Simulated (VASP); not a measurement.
# Sn2GeP2 (I4/mmm) in VASP: further runs

Sn2GeP2 is run at these levels: PBE; tasks: single point.

Everything below comes from runs of VASP 6.6.1. Logs are shortened: lines on timing, memory, paths and dates and some standing lists are left out, and cuts for length are marked.

## Step 1: The cell of the first run

Symmetry: I4/mmm, No. 139, tetragonal system. Conventional cell: a = 5.644 Å, b = 5.644 Å, c = 7.302 Å, α = 90.00°, β = 90.00°, γ = 90.00°. Sn (site symmetry mmm) has 2 Ge at 2.82 Å and 8 P at 3.05 to 3.77 Å and 2 Sn at 3.65 Å within 3.8 Å. Ge (site symmetry 4/mmm) has 2 P at 2.50 Å and 4 Sn at 2.82 Å within 3.3 Å. P (site symmetry 4mm) has 1 P at 2.29 Å and 1 Ge at 2.50 Å and 4 Sn at 3.05 Å within 3.1 Å.

The cell was built from a structure type or drawn by symmetry, and may not be a known phase.

## Step 2: Single point, PBE

Input file INCAR:

```
PREC = Accurate
ENCUT = 520
EDIFF = 1E-6
ISMEAR = 0
SIGMA = 0.1
LREAL = F
LASPH = T
NELM = 80
ALGO = Normal
ISIF = 2
LWAVE = F
LCHARG = F
GGA = PE
NBANDS = 34
```

Input file KPOINTS:

```
Automatic mesh
0
Gamma
  4 4 4
```

Input file POSCAR:

```
Sn2GeP2
1.0
   -2.8220109158      2.8220109158      3.6511038694
    2.8220109158     -2.8220109158      3.6511038694
    2.8220109158      2.8220109158     -3.6511038694
Sn Ge P
2 1 2
Direct
    0.7500112057      0.7500112057      0.0000000000
    0.2499887943      0.2499887943      0.0000000000
    0.7500000000      0.2500000000      0.5000000000
    0.0930253163      0.5930253163      0.5000000000
    0.4069746837      0.9069746837      0.5000000000
```

Potentials or basis: VASP PAW PBE potentials, release 64 (Sn_d, Ge_d, P).

On the command line:

```console
> cat potpaw_PBE.64/Sn_d/POTCAR potpaw_PBE.64/Ge_d/POTCAR potpaw_PBE.64/P/POTCAR > POTCAR
> mpirun -np 1 vasp_std > vasp.out
```

OUTCAR:

```text
PREC = Accurate
   ENCUT = 520
   EDIFF = 1E-6
   ISMEAR = 0
   LREAL = F
   LASPH = T
   NELM = 80
   ISIF = 2
   GGA = PE

 ion  position               nearest neighbor table
   1  0.750  0.750  0.000-   3 2.82   3 2.82   5 3.05   5 3.05   4 3.05   4 3.05   2 3.65   2 3.65

   2  0.250  0.250  0.000-   3 2.82   3 2.82   4 3.05   4 3.05   5 3.05   5 3.05   1 3.65   1 3.65

   3  0.750  0.250  0.500-   4 2.50   5 2.50   1 2.82   2 2.82   1 2.82   2 2.82
   4  0.093  0.593  0.500-   5 2.29   3 2.50   2 3.05   2 3.05   1 3.05   1 3.05
   5  0.407  0.907  0.500-   4 2.29   3 2.50   1 3.05   1 3.05   2 3.05   2 3.05

  LATTYP: Found a body centered tetragonal cell.
 ALAT       =     5.6440218316
 C/A-ratio  =     1.2937950909

  Lattice vectors:

 A1 = (  -2.8220109158,   2.8220109158,   3.6511038694)
 A2 = (   2.8220109158,  -2.8220109158,   3.6511038694)
 A3 = (   2.8220109158,   2.8220109158,  -3.6511038694)

Analysis of symmetry for initial positions (statically):
=====================================================================
 Subroutine PRICEL returns:
 Original cell was already a primitive cell.

 Routine SETGRP: Setting up the symmetry group for a
 body centered tetragonal supercell.

 Subroutine GETGRP returns: Found  8 space group operations
 (whereof  8 operations were pure point group operations)
 out of a pool of 16 trial point group operations.

The static configuration has the point symmetry D_2d.

Analysis of symmetry for dynamics (positions and initial velocities):
=====================================================================
 Subroutine PRICEL returns:
 Original cell was already a primitive cell.

 Routine SETGRP: Setting up the symmetry group for a
 body centered tetragonal supercell.

 Subroutine GETGRP returns: Found  8 space group operations
 (whereof  8 operations were pure point group operations)
 out of a pool of 16 trial point group operations.

The dynamic configuration has the point symmetry D_2d.

 Subroutine INISYM returns: Found  8 space group operations
 (whereof  8 operations are pure point group operations),
 and found     1 'primitive' translations

----------------------------------------------------------------------------------------

                                     Primitive cell

[... 82 lines left out ...]
   ENCUT  =  520.0 eV  38.22 Ry    6.18 a.u.  10.06 10.06 10.06*2*pi/ulx,y,z
   NELM   =     80;   NELMIN=  2; NELMDL= -5     # of ELM steps
   EDIFF  = 0.1E-05   stopping-criterion for ELM
   LREAL  =      F    real-space projection
   EDIFFG = 0.1E-04   stopping-criterion for IOM
   NSW    =      0    number of steps for IOM
   IBRION =     -1    ionic relax: 0-MD 1-quasi-New 2-CG
   NFREE  =      0    steps in history (QN), initial steepest desc. (CG)
   ISIF   =      2    stress and relaxation
   ISYM   =      2    0-nonsym 1-usesym 2-fastsym
   POTIM  = 0.5000    time-step for ionic-motion
   TEBEG  =    0.0;   TEEND  =   0.0 temperature during run
   PSTRESS=    0.0 pullay stress
   NELECT =      52.0000    total number of electrons
   NUPDOWN=      -1.0000    fix difference up-down
   EMIN   =  10.00;   EMAX   =-10.00  energy-range for DOS
   EFERMI =   0.00;   METHOD = LEGACY
   ISMEAR =     0;   SIGMA  =   0.10  broadening in eV -4-tet -1-fermi 0-gaus
   EFERMI_NEDOS =   21; number of points for ismear=-14 and -15
   IALGO  =     38    algorithm
   IMIX   =      4    mixing-type and parameters
     AMIX     =   0.40;   BMIX     =  1.00
     AMIX_MAG =   1.60;   BMIX_MAG =  1.00
  volume/ion in A,a.u.               =      23.26       156.97
  Fermi-wavevector in a.u.,A,eV,Ry     =   1.251821  2.365598 21.321075  1.567055
  Thomas-Fermi vector in A             =   2.385750
   LORBIT       =      0    0 simple, 1 ext, 2 COOP (PROOUT), +10 PAW based schemes
   GGA     = PE    functional components
   LHFCALC =     F    Hartree Fock is set to
   AEXX    =    0.0000 exact exchange contribution
   IVDW    =     0    specifies the selected vdW correction
   LEPSILON=     F    determine dielectric tensor
   LRPA    =     F    only Hartree local field effects (RPA)
 non-spin polarized calculation
 Gauss-broadening in eV      SIGMA  =   0.10
  energy-cutoff  :      520.00
  volume of cell :      116.31
 maximum number of plane-waves:      3159
   NGX = 21   NGY = 21   NGZ = 21

 number of electron      51.9999978 magnetization

 Free energy of the ion-electron system (eV)
  ---------------------------------------------------
  ext. energy  EPLUGINS =         0.00000000
  ---------------------------------------------------
  free energy    TOTEN  =       -21.36742980 eV

  energy without entropy =      -21.35688931  energy(sigma->0) =      -21.36215956

 E-fermi :   6.5378     XC(G=0): -10.1349

 val. band max:        6.3803521378   @ k =   0.5000   0.5000   0.2500
 cond. band min:       6.5978114845   @ k =   0.5000   0.5000   0.5000
 fundamental gap:      0.2174593467
 Fermi energy:         6.5377730112

 k-point     1 :       0.0000    0.0000    0.0000
  band No.  band energies     occupation
      1     -17.9057      2.00000
      2     -17.9005      2.00000
      3     -17.8728      2.00000
      4     -17.8697      2.00000
      5     -17.8697      2.00000
      6     -14.9956      2.00000
[... 470 lines left out ...]
     33      11.7735      0.00000
     34      12.7349      0.00000

------------------------ aborting loop because EDIFF is reached ----------------------------------------

  FORCE on cell =-STRESS in cart. coord.  units (eV):
  Direction    XX          YY          ZZ          XY          YZ          ZX
  --------------------------------------------------------------------------------------
  -------------------------------------------------------------------------------------
  Total       -0.0370942     -0.0370942     -0.0803607      0.0000000      0.0000000      0.0000000
  in kB       -0.5109927     -0.5109927     -1.1070129      0.0000000      0.0000000      0.0000000
  external PRESSURE =      -0.7096661 kB  Pullay stress =       0.0000000 kB

 VOLUME and BASIS-vectors are now :
 -----------------------------------------------------------------------------
  energy-cutoff  :      520.00
  volume of cell :      116.31
      direct lattice vectors                 reciprocal lattice vectors
    -2.822010916  2.822010916  3.651103869     0.000000000  0.177178620  0.136944885
     2.822010916 -2.822010916  3.651103869     0.177178620  0.000000000  0.136944885
     2.822010916  2.822010916 -3.651103869     0.177178620  0.177178620  0.000000000

 POSITION                                       TOTAL-FORCE (eV/Angst)
 -----------------------------------------------------------------------------------
      0.00000      0.00000      5.47674         0.000000     -0.000000     -0.000089
      0.00000      0.00000      1.82547         0.000000     -0.000000      0.000089
      0.00000      2.82201      1.82555        -0.000000      0.000000      0.000000
      2.82201      0.00000      0.67929        -0.000000     -0.000000      0.019735
      2.82201      0.00000      2.97181         0.000000      0.000000     -0.019735
 -----------------------------------------------------------------------------------
    total drift:                                0.000000     -0.000000      0.000000

  FREE ENERGIE OF THE ION-ELECTRON SYSTEM (eV)
  ---------------------------------------------------
  free  energy   TOTEN  =       -21.3674298020 eV

  energy  without entropy=      -21.3568893109  energy(sigma->0) =      -21.36215956
```

OSZICAR:

```text
N       E                     dE             d eps       ncg     rms          rms(c)
DAV:   1     0.486138009950E+03    0.48614E+03   -0.25289E+04   990   0.271E+03
DAV:   2     0.654846165307E+02   -0.42065E+03   -0.40744E+03   892   0.678E+02
DAV:   3    -0.167217045851E+02   -0.82206E+02   -0.80755E+02  1072   0.203E+02
DAV:   4    -0.215928976058E+02   -0.48712E+01   -0.48492E+01  1032   0.543E+01
DAV:   5    -0.217176824782E+02   -0.12478E+00   -0.12468E+00  1082   0.926E+00    0.568E+00
DAV:   6    -0.213883432290E+02    0.32934E+00   -0.87590E-01  1090   0.515E+00    0.330E+00
DAV:   7    -0.213690457973E+02    0.19297E-01   -0.19036E-01  1110   0.211E+00    0.153E+00
DAV:   8    -0.213675219175E+02    0.15239E-02   -0.24830E-02  1136   0.107E+00    0.293E-01
DAV:   9    -0.213673728380E+02    0.14908E-03   -0.31386E-03  1012   0.419E-01    0.771E-02
DAV:  10    -0.213674204774E+02   -0.47639E-04   -0.48970E-04  1006   0.144E-01    0.425E-02
DAV:  11    -0.213674308826E+02   -0.10405E-04   -0.79300E-05  1226   0.906E-02    0.137E-02
DAV:  12    -0.213674298637E+02    0.10188E-05   -0.22776E-05  1064   0.432E-02    0.582E-03
DAV:  13    -0.213674298020E+02    0.61690E-07   -0.22078E-06   774   0.104E-02
   1 F= -.21367430E+02 E0= -.21362160E+02  d E =-.105405E-01
```

stdout:

```text
POSCAR found type information on POSCAR SnGeP
 POSCAR found :  3 types and       5 ions
 scaLAPACK will be used
 LDA part: xc-table for (Slater+PW92), standard interpolation
 POSCAR, INCAR and KPOINTS ok, starting setup
 FFT: planning ... GRIDC
 FFT: planning ... GRID_SOFT
 FFT: planning ... GRID
 WAVECAR not read
 entering main loop
```

Run time: 24 s. Hardware: 1 thread of Intel Xeon 6975P-C (Granite Rapids), shared host; peak memory 0.25 GiB.

Results:

```
Free energy            : -21.3674 eV
Pressure               : -0.1 GPa
Largest force          : 0.020 eV/Å
Band gap on the k mesh : zero (bands 26 and 27 overlap by 2.33 eV)
```

Forces in eV/Å, atoms in the order of the input:
```
Sn   0.000  0.000  0.000
Sn   0.000  0.000  0.000
Ge   0.000  0.000  0.000
P    0.000  0.000  0.020
P    0.000  0.000 -0.020
```

Levels at points of the mesh, in eV from the Fermi level:
```csv
k point,band 23,band 24,band 25,band 26,band 27,band 28,band 29,band 30
"(0.00, 0.00, 0.00)",-2.72,-2.72,-1.49,-1.47,-1.47,-1.28,-1.18,3.02
"(0.50, 0.00, 0.00)",-3.47,-1.10,-0.76,0.38,0.47,0.80,2.60,2.80
"(0.50, 0.50, 0.00)",-1.63,-0.33,-0.33,0.17,0.65,1.27,1.86,2.56
"(0.50, 0.50, 0.50)",-1.12,-1.12,-0.72,-0.48,0.06,0.16,0.16,4.35
```

Caveat: spin-orbit coupling is left out, which moves the levels of the heavy elements.

## Step 3: Single point, PBE

This run uses another cell than the first one, of 23.00 Å³/atom.

Input file INCAR:

```
PREC = Accurate
ENCUT = 520
EDIFF = 1E-6
ISMEAR = 0
SIGMA = 0.1
LREAL = False
LASPH = True
NELM = 80
ALGO = Normal
ISIF = 2
LWAVE = False
LCHARG = False
GGA = PE
NBANDS = 34
```

Input file KPOINTS:

```
regular mesh
0
Gamma
  10 10 10
```

Input file POSCAR:

```
Sn2GeP2
1.0
   -2.7697106990      2.7697106990      3.7480015608
    2.7697106990     -2.7697106990      3.7480015608
    2.7697106990      2.7697106990     -3.7480015608
Sn Ge P
2 1 2
Direct
    0.5000000000      0.0000000000      0.5000000000
    0.0000000000      0.5000000000      0.5000000000
    0.5000000000      0.5000000000      0.0000000000
    0.8489953657      0.8489953657      0.0000000000
    0.1510046343      0.1510046343      0.0000000000
```

Potentials or basis: VASP PAW PBE potentials, release 64 (Sn_d, Ge_d, P).

On the command line:

```console
> cat potpaw_PBE.64/Sn_d/POTCAR potpaw_PBE.64/Ge_d/POTCAR potpaw_PBE.64/P/POTCAR > POTCAR
> mpirun -np 1 vasp_std > vasp.out
```

Run time: 2.4 min. Hardware: 1 thread of Intel Xeon 6975P-C (Granite Rapids), shared host; peak memory 0.5 GiB.

It converged, with:

```yaml
Free_energy: -21.3455 eV
Pressure: -0.1 GPa
Largest_force: 0.039 eV/Å
Band_gap_on_the_k_mesh: zero (bands 26 and 27 overlap by 2.54 eV)
```

Forces on the atoms (eV/Å):
```
Sn   0.000  0.000  0.000
Sn   0.000  0.000  0.000
Ge   0.000  0.000  0.000
P    0.000  0.000  0.039
P    0.000  0.000 -0.039
```

Levels at points of the mesh, in eV from the Fermi level:
```csv
k point,band 24,band 25,band 26,band 27,band 28,band 29
"(0.00, 0.00, 0.00)",-2.64,-1.89,-1.52,-1.35,-1.35,-0.92
"(0.50, 0.00, 0.00)",-1.11,-0.52,0.26,0.62,0.78,2.94
"(0.50, 0.50, 0.00)",-0.40,-0.22,0.17,0.87,1.53,2.16
"(0.50, 0.50, 0.50)",-1.30,-1.05,-0.38,0.34,0.34,0.35
```

Caveat: spin-orbit coupling is left out, which moves the levels of the heavy elements.
